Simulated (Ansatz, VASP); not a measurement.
# One calculation of C13O, two programs

```xyz
14
Lattice="4.9327 0.0000 0.0000 0.0000 8.5223 0.0000 0.0000 0.0000 22.9416" Properties=species:S:1:pos:R:3 pbc="T T T"
C     0.0000    0.0000    4.0000
C     2.4663    0.0000    4.0000
C     1.2332    0.0000    4.7120
C     3.6995    0.0000    4.7120
C     1.2332    0.0000    6.1359
C     3.6995    0.0000    6.1359
C     0.0000    0.0000    6.8300
C     2.4663    0.0000    6.8300
C     0.0000    0.0000    8.3191
C     2.4663    0.0000    8.3191
C     1.2332    0.0000    8.9416
C     3.6995    0.0000    8.9416
C     0.6166    8.0023   11.5416
O     0.6166    9.0423   11.5416
```

Alike in both runs: task single point; functional PBE; k mesh 6 × 3 × 1; occupations gaussian, width 0.1 eV; no spin polarisation.

|  | VASP | Ansatz |
| --- | --- | --- |
| version | VASP 6.6.1 | Ansatz 0.2.0 |
| potentials or method | VASP PAW PBE potentials, release 64 (C, O), cutoff 520 eV | scalar-relativistic, plane waves, PAW |
| valence electrons in the cell | 58 | 58 |

```tsv
	VASP	Ansatz	Ansatz less VASP
gap on the k mesh at the Fermi level (eV)	0.07	0.06	-0.003
least direct gap on the mesh (eV)	0.07	0.06	-0.002
rms of the force components (eV/Å)	3.848	3.598	-0.2497
```

Atom by atom the forces differ by 0.259 eV/Å (rms over components). The functional is the same, so the differences come from potentials, cutoffs and numerics.

Noted on VASP's run: the standard files for N, O and F lose accuracy on very short bonds.
